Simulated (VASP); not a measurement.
Input of a VASP 6.6.1 run:

POSCAR

```
AlCu3
1.0
    0.0000000000      2.8614708145      2.8614708145
    2.8614708145      0.0000000000      2.8614708145
    2.8614708145      2.8614708145      0.0000000000
Al Cu
1 3
Direct
    0.0000000000      0.0000000000      0.0000000000
    0.5000000000      0.5000000000      0.5000000000
    0.2500000000      0.2500000000      0.2500000000
    0.7500000000      0.7500000000      0.7500000000
```

The input INCAR.step1:

```
  ALGO = Normal
  EDIFF = 1E-4
  ENCUT = 520
  GGA = PE
  ISMEAR = 0
  LASPH = True
  LCHARG = False
  LREAL = False
  LWAVE = True
  NBANDS = 26
  NELM = 100
  PREC = Accurate
  SIGMA = 0.1
```

Contents of INCAR.step2:

```
  ALGO = Normal
  EDIFF = 1E-6
  ENCUT = 520
  ISIF = 2
  ISMEAR = 0
  ISTART = 1
  LASPH = True
  LCHARG = False
  LMIXTAU = True
  LREAL = False
  LWAVE = False
  METAGGA = R2SCAN
  NBANDS = 26
  NELM = 100
  PREC = Accurate
  SIGMA = 0.1
```

Contents of KPOINTS:

```
k-points
0
Gamma
  12 12 12
```

Potentials or basis: VASP PAW PBE potentials, release 64 (Al, Cu).

Command:

```sh
$ cat potpaw_PBE.64/Al/POTCAR potpaw_PBE.64/Cu/POTCAR > POTCAR
$ cp INCAR.step1 INCAR
$ mpirun -np 1 vasp_std > vasp.out
$ cp INCAR.step2 INCAR
$ mpirun -np 1 vasp_std > vasp.out
```

**Question.** Estimate the pressure.

**Answer.** 5.0 GPa.

**Question.** Estimate the band gap on the k mesh.

**Answer.** Zero (band 18 reaches 12.80 eV, above the bottom of band 19 at 6.64 eV).

Caveat: the PAW data sets were made with another functional, which shifts forces and pressure a little.
